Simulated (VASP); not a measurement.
# AlN (I-4m2) in VASP: notebook

Runs on AlN. Level: PBE. Tasks: single point.

All numbers are computed with VASP 6.6.1; they aren't measurements. Logs are shortened: lines on timing, memory, paths and dates and some standing lists are left out, and cuts for length are marked.

### 1 The cell of the first run

It takes space group I-4m2 (No. 119, tetragonal). Conventional cell: a = 2.830 Å, b = 2.830 Å, c = 5.203 Å, α = 90.00°, β = 90.00°, γ = 90.00°. Within 2.5 Å of Al (site symmetry -4m2) lie 4 N at 1.92 Å. N (site symmetry -4m2) has 4 Al at 1.92 Å within 2.5 Å.

### 2 Single point, PBE

INCAR

```
  PREC = Accurate
  ENCUT = 520
  EDIFF = 1E-6
  ISMEAR = 0
  SIGMA = 0.05
  LREAL = False
  LASPH = True
  NELM = 80
  ALGO = Normal
  ISIF = 2
  LWAVE = False
  LCHARG = False
  GGA = PE
  NBANDS = 11
```

KPOINTS

```
Automatic mesh
0
Gamma
  10 10 10
```

POSCAR

```
AlN
1.0
    0.0000000000      2.0011066532      2.6014386492
    2.0011066532      0.0000000000      2.6014386492
    2.0011066532      2.0011066532      0.0000000000
Al N
1 1
Direct
    0.0000000000      0.0000000000      0.0000000000
    0.7500000000      0.7500000000      0.7500000000
```

Potentials or basis: VASP PAW PBE potentials, release 64 (Al, N).

Run with:

```bash
cat potpaw_PBE.64/Al/POTCAR potpaw_PBE.64/N/POTCAR > POTCAR
mpirun -np 1 vasp_std > vasp.out
```

OUTCAR:

```text
PREC = Accurate
   ENCUT = 520
   EDIFF = 1E-6
   ISMEAR = 0
   LREAL = False
   LASPH = True
   NELM = 80
   ISIF = 2
   GGA = PE

 ion  position               nearest neighbor table
   1  0.000  0.000  0.000-   2 1.92   2 1.92   2 1.92   2 1.92
   2  0.750  0.750  0.750-   1 1.92   1 1.92   1 1.92   1 1.92

  LATTYP: Found a body centered tetragonal cell.
 ALAT       =     2.8299921687
 C/A-ratio  =     1.8384776311

  Lattice vectors:

 A1 = (  -2.0011066532,   0.0000000000,   2.6014386492)
 A2 = (   2.0011066532,   0.0000000000,   2.6014386492)
 A3 = (   0.0000000000,   2.0011066532,  -2.6014386492)

Analysis of symmetry for initial positions (statically):
=====================================================================
 Subroutine PRICEL returns:
 Original cell was already a primitive cell.

 Routine SETGRP: Setting up the symmetry group for a
 body centered tetragonal supercell.

 Subroutine GETGRP returns: Found  8 space group operations
 (whereof  8 operations were pure point group operations)
 out of a pool of 16 trial point group operations.

The static configuration has the point symmetry D_2d.

Analysis of symmetry for dynamics (positions and initial velocities):
=====================================================================
 Subroutine PRICEL returns:
 Original cell was already a primitive cell.

 Routine SETGRP: Setting up the symmetry group for a
 body centered tetragonal supercell.

 Subroutine GETGRP returns: Found  8 space group operations
 (whereof  8 operations were pure point group operations)
 out of a pool of 16 trial point group operations.

The dynamic configuration has the point symmetry D_2d.

 Subroutine INISYM returns: Found  8 space group operations
 (whereof  8 operations are pure point group operations),
 and found     1 'primitive' translations

----------------------------------------------------------------------------------------

                                     Primitive cell

  volume of cell :      20.8345

  direct lattice vectors                    reciprocal lattice vectors
     0.000000000  2.001106653  2.601438649    -0.249861745  0.249861745  0.192201342
     2.001106653  0.000000000  2.601438649     0.249861745 -0.249861745  0.192201342
     2.001106653  2.001106653  0.000000000     0.249861745  0.249861745 -0.192201342

  length of vectors
     3.282058940  3.282058940  2.829992169     0.402247609  0.402247609  0.402247609

[... 87 lines left out ...]
   ISYM   =      2    0-nonsym 1-usesym 2-fastsym
   POTIM  = 0.5000    time-step for ionic-motion
   TEBEG  =    0.0;   TEEND  =   0.0 temperature during run
   PSTRESS=    0.0 pullay stress
   NELECT =       8.0000    total number of electrons
   NUPDOWN=      -1.0000    fix difference up-down
   EMIN   =  10.00;   EMAX   =-10.00  energy-range for DOS
   EFERMI =   0.00;   METHOD = LEGACY
   ISMEAR =     0;   SIGMA  =   0.05  broadening in eV -4-tet -1-fermi 0-gaus
   EFERMI_NEDOS =   21; number of points for ismear=-14 and -15
   IALGO  =     38    algorithm
   IMIX   =      4    mixing-type and parameters
     AMIX     =   0.40;   BMIX     =  1.00
     AMIX_MAG =   1.60;   BMIX_MAG =  1.00
  volume/ion in A,a.u.               =      10.42        70.30
  Fermi-wavevector in a.u.,A,eV,Ry     =   1.189899  2.248583 19.263943  1.415860
  Thomas-Fermi vector in A             =   2.325996
   LORBIT       =      0    0 simple, 1 ext, 2 COOP (PROOUT), +10 PAW based schemes
   GGA     = PE    functional components
   LHFCALC =     F    Hartree Fock is set to
   AEXX    =    0.0000 exact exchange contribution
   IVDW    =     0    specifies the selected vdW correction
   LEPSILON=     F    determine dielectric tensor
   LRPA    =     F    only Hartree local field effects (RPA)
 non-spin polarized calculation
 Gauss-broadening in eV      SIGMA  =   0.05
  energy-cutoff  :      520.00
  volume of cell :       20.83
 maximum number of plane-waves:       581
   NGX = 13   NGY = 13   NGZ = 11

 number of electron       7.9999999 magnetization

 Free energy of the ion-electron system (eV)
  ---------------------------------------------------
  ext. energy  EPLUGINS =         0.00000000
  ---------------------------------------------------
  free energy    TOTEN  =       -14.18712641 eV

  energy without entropy =      -14.18712641  energy(sigma->0) =      -14.18712641

 E-fermi :   7.4573     XC(G=0): -10.9975

 val. band max:        7.1268686857   @ k =  -0.2000   0.2000   0.0000
 cond. band min:       9.3208886241   @ k =   0.5000   0.0000   0.5000
 fundamental gap:      2.1940199384
 Fermi energy:         7.4573004285

 k-point     1 :       0.0000    0.0000    0.0000
  band No.  band energies     occupation
      1      -8.8492      2.00000
      2       5.0846      2.00000
      3       6.8822      2.00000
      4       6.8822      2.00000
      5       9.6177      0.00000
      6      18.0158      0.00000
      7      18.8333      0.00000
      8      18.8333      0.00000
      9      18.9070      0.00000
     10      21.4966      0.00000
     11      27.7194      0.00000
[... 309 lines left out ...]
 k-point    24 :       0.4000    0.3000    0.0000
  band No.  band energies     occupation
      1      -7.3361      2.00000
      2       0.6338      2.00000
      3       5.4764      2.00000
      4       6.2125      2.00000
      5      11.9660      0.00000
      6      15.1685      0.00000
      7      18.1631      0.00000
      8      21.7758      0.00000
      9      21.8715      0.00000
     10      28.3522      0.00000
     11      29.1626      0.00000

 [... further k-points ...]

------------------------ aborting loop because EDIFF is reached ----------------------------------------

  FORCE on cell =-STRESS in cart. coord.  units (eV):
  Direction    XX          YY          ZZ          XY          YZ          ZX
  --------------------------------------------------------------------------------------
  -------------------------------------------------------------------------------------
  Total        3.1450856      3.1450856     -5.8970394      0.0000000      0.0000000     -0.0000000
  in kB      241.8571867    241.8571867   -453.4825223      0.0000000      0.0000000     -0.0000000
  external PRESSURE =      10.0772837 kB  Pullay stress =       0.0000000 kB

 VOLUME and BASIS-vectors are now :
 -----------------------------------------------------------------------------
  energy-cutoff  :      520.00
  volume of cell :       20.83
      direct lattice vectors                 reciprocal lattice vectors
     0.000000000  2.001106653  2.601438649    -0.249861745  0.249861745  0.192201342
     2.001106653  0.000000000  2.601438649     0.249861745 -0.249861745  0.192201342
     2.001106653  2.001106653  0.000000000     0.249861745  0.249861745 -0.192201342

 POSITION                                       TOTAL-FORCE (eV/Angst)
 -----------------------------------------------------------------------------------
      0.00000      0.00000      0.00000         0.000000      0.000000      0.000000
      3.00166      3.00166      3.90216        -0.000000     -0.000000     -0.000000
 -----------------------------------------------------------------------------------
    total drift:                                0.000000      0.000000     -0.000000

  FREE ENERGIE OF THE ION-ELECTRON SYSTEM (eV)
  ---------------------------------------------------
  free  energy   TOTEN  =       -14.1871264134 eV

  energy  without entropy=      -14.1871264134  energy(sigma->0) =      -14.18712641
```

OSZICAR:

```text
N       E                     dE             d eps       ncg     rms          rms(c)
DAV:   1     0.113125770729E+02    0.11313E+02   -0.39173E+03  2324   0.612E+02
DAV:   2    -0.156610236628E+02   -0.26974E+02   -0.26001E+02  2693   0.135E+02
DAV:   3    -0.165309619413E+02   -0.86994E+00   -0.86867E+00  2758   0.233E+01
DAV:   4    -0.165354361604E+02   -0.44742E-02   -0.44739E-02  2546   0.179E+00
DAV:   5    -0.165354899460E+02   -0.53786E-04   -0.53785E-04  2745   0.187E-01    0.845E+00
DAV:   6    -0.142016279428E+02    0.23339E+01   -0.11429E+01  2607   0.170E+01    0.276E+00
DAV:   7    -0.141971225165E+02    0.45054E-02   -0.18613E-01  2418   0.346E+00    0.200E+00
DAV:   8    -0.141888983015E+02    0.82242E-02   -0.32791E-02  2508   0.167E+00    0.599E-01
DAV:   9    -0.141870738311E+02    0.18245E-02   -0.54364E-03  2656   0.455E-01    0.218E-01
DAV:  10    -0.141871249931E+02   -0.51162E-04   -0.50296E-04  2556   0.152E-01    0.297E-02
DAV:  11    -0.141871265598E+02   -0.15666E-05   -0.12681E-05  2655   0.265E-02    0.128E-02
DAV:  12    -0.141871264134E+02    0.14642E-06   -0.92169E-07  1709   0.787E-03
   1 F= -.14187126E+02 E0= -.14187126E+02  d E =-.121695E-22
```

stdout:

```text
POSCAR found type information on POSCAR AlN
 POSCAR found :  2 types and       2 ions
 scaLAPACK will be used
 LDA part: xc-table for (Slater+PW92), standard interpolation
 POSCAR, INCAR and KPOINTS ok, starting setup
 FFT: planning ... GRIDC
 FFT: planning ... GRID_SOFT
 FFT: planning ... GRID
 WAVECAR not read
 entering main loop
```

It took 35 s on 1 thread of AMD EPYC 7R43 (Zen 3), shared host; peak memory 0.11 GiB.

What came out:

```yaml
Free_energy: -14.1871 eV
Pressure: 1.0 GPa
Band_gap_on_the_k_mesh: 2.19 eV, indirect (least direct gap 2.74 eV)
```

Levels at points of the mesh, in eV from the valence-band top:
```csv
k point,band 1,band 2,band 3,band 4,band 5,band 6,band 7,band 8
"(0.00, 0.00, 0.00)",-15.98,-2.04,-0.24,-0.24,2.49,10.89,11.71,11.71
"(0.50, 0.00, 0.00)",-13.79,-6.82,-2.71,-0.09,3.93,8.87,10.99,12.76
"(0.50, 0.50, 0.00)",-14.00,-7.61,-1.14,-1.14,3.70,9.40,10.50,15.78
"(0.50, 0.00, 0.50)",-12.75,-5.02,-3.38,-3.13,2.19,6.18,10.19,13.26
```

 A k mesh can miss the band edges.

### 3 Single point, PBE

This run uses another cell than the first one, of the same volume but with other edges.

INCAR

```
SYSTEM = AlN
PREC = Accurate ; ENCUT = 520
EDIFF = 1E-7 ; ISMEAR = 0
SIGMA = 0.05 ; LREAL = .FALSE.
LASPH = .TRUE. ; NELM = 60
ALGO = Normal ; ISIF = 2
LWAVE = .FALSE. ; LCHARG = .TRUE.
GGA = PE ; LELF = .TRUE.
LVHAR = .TRUE. ; NBANDS = 11
```

KPOINTS

```
Automatic mesh
0
G
  10 10 10
  0 0 0
```

POSCAR

```
AlN
1.0
    0.0000000000      2.2455466285      2.0659028982
    2.2455466285      0.0000000000      2.0659028982
    2.2455466285      2.2455466285      0.0000000000
Al N
1 1
Direct
    0.0000000000      0.0000000000      0.0000000000
    0.7500000000      0.7500000000      0.7500000000
```

Potentials or basis: VASP PAW PBE potentials, release 64 (Al, N).

Run with:

```bash
cat potpaw_PBE.64/Al/POTCAR potpaw_PBE.64/N/POTCAR > POTCAR
mpirun -np 1 vasp_std > vasp.out
```

OUTCAR:

```text
SYSTEM = AlN
   PREC = Accurate
   ENCUT = 520
   EDIFF = 1E-7
   ISMEAR = 0
   LREAL = .FALSE.
   LASPH = .TRUE.
   NELM = 60
   ISIF = 2
   GGA = PE

 ion  position               nearest neighbor table
   1  0.000  0.000  0.000-   2 1.89   2 1.89   2 1.89   2 1.89
   2  0.750  0.750  0.750-   1 1.89   1 1.89   1 1.89   1 1.89

  LATTYP: Found a body centered tetragonal cell.
 ALAT       =     3.1756824970
 C/A-ratio  =     1.3010764774

  Lattice vectors:

 A1 = (   0.0000000000,  -2.2455466285,  -2.0659028982)
 A2 = (   0.0000000000,   2.2455466285,  -2.0659028982)
 A3 = (   2.2455466285,   0.0000000000,   2.0659028982)

Analysis of symmetry for initial positions (statically):
=====================================================================
 Subroutine PRICEL returns:
 Original cell was already a primitive cell.

 Routine SETGRP: Setting up the symmetry group for a
 body centered tetragonal supercell.

 Subroutine GETGRP returns: Found  8 space group operations
 (whereof  8 operations were pure point group operations)
 out of a pool of 16 trial point group operations.

The static configuration has the point symmetry D_2d.
[... 171 lines left out ...]
      2       5.9006      2.00000
      3       5.9006      2.00000
      4       6.1964      2.00000
      5      10.1606      0.00000
      6      18.5036      0.00000
      7      18.6049      0.00000
      8      18.6049      0.00000
      9      22.3480      0.00000
     10      24.1045      0.00000
     11      24.1050      0.00000
[... 309 lines left out ...]
 k-point    24 :       0.4000    0.3000    0.0000
  band No.  band energies     occupation
      1      -6.8084      2.00000
      2       2.0418      2.00000
      3       4.0836      2.00000
      4       4.2014      2.00000
      5      10.9846      0.00000
      6      14.7432      0.00000
      7      18.9966      0.00000
      8      20.0411      0.00000
      9      20.8442      0.00000
     10      26.6441      0.00000
     11      29.4293      0.00000

 [... further k-points ...]

------------------------ aborting loop because EDIFF is reached ----------------------------------------

  FORCE on cell =-STRESS in cart. coord.  units (eV):
  Direction    XX          YY          ZZ          XY          YZ          ZX
  --------------------------------------------------------------------------------------
  -------------------------------------------------------------------------------------
  Total        0.1623183      0.1623183      1.2338113      0.0000000      0.0000000     -0.0000000
  in kB       12.4822804     12.4822804     94.8801264      0.0000000      0.0000000     -0.0000000
  external PRESSURE =      39.9482291 kB  Pullay stress =       0.0000000 kB

 VOLUME and BASIS-vectors are now :
 -----------------------------------------------------------------------------
  energy-cutoff  :      520.00
  volume of cell :       20.83
      direct lattice vectors                 reciprocal lattice vectors
     0.000000000  2.245546629  2.065902898    -0.222662934  0.222662934  0.242024928
     2.245546629  0.000000000  2.065902898     0.222662934 -0.222662934  0.242024928
     2.245546629  2.245546629  0.000000000     0.222662934  0.222662934 -0.242024928

 POSITION                                       TOTAL-FORCE (eV/Angst)
 -----------------------------------------------------------------------------------
      0.00000      0.00000      0.00000         0.000000      0.000000      0.000000
      3.36832      3.36832      3.09885        -0.000000     -0.000000     -0.000000
 -----------------------------------------------------------------------------------
    total drift:                               -0.000000     -0.000000      0.000000

  FREE ENERGIE OF THE ION-ELECTRON SYSTEM (eV)
  ---------------------------------------------------
  free  energy   TOTEN  =       -14.8076687817 eV

  energy  without entropy=      -14.8076687817  energy(sigma->0) =      -14.80766878
```

It took 34 s on 1 thread of AMD EPYC 7R43 (Zen 3), shared host; peak memory 0.11 GiB.

What came out:

```yaml
Free_energy: -14.8077 eV
Pressure: 4.0 GPa
Band_gap_on_the_k_mesh: 2.93 eV, indirect (least direct gap 3.96 eV)
```

Stress tensor (GPa, compression positive):
```
1.25 0.00 0.00
0.00 1.25 0.00
0.00 0.00 9.49
```

Levels at points of the mesh, in eV from the valence-band top:
```tsv
k point	band 1	band 2	band 3	band 4	band 5	band 6	band 7	band 8	band 9
(0.00, 0.00, 0.00)	-15.19	-0.30	-0.30	0.00	3.96	12.31	12.41	12.41	16.15
(0.50, 0.00, 0.00)	-13.13	-6.06	-1.01	-0.38	6.94	9.70	10.19	12.02	17.45
(0.50, 0.50, 0.00)	-12.28	-4.58	-2.43	-2.43	2.93	7.53	14.68	15.06	15.06
(0.50, 0.00, 0.50)	-12.62	-5.38	-1.74	-1.73	3.28	8.83	13.19	14.55	16.93
```
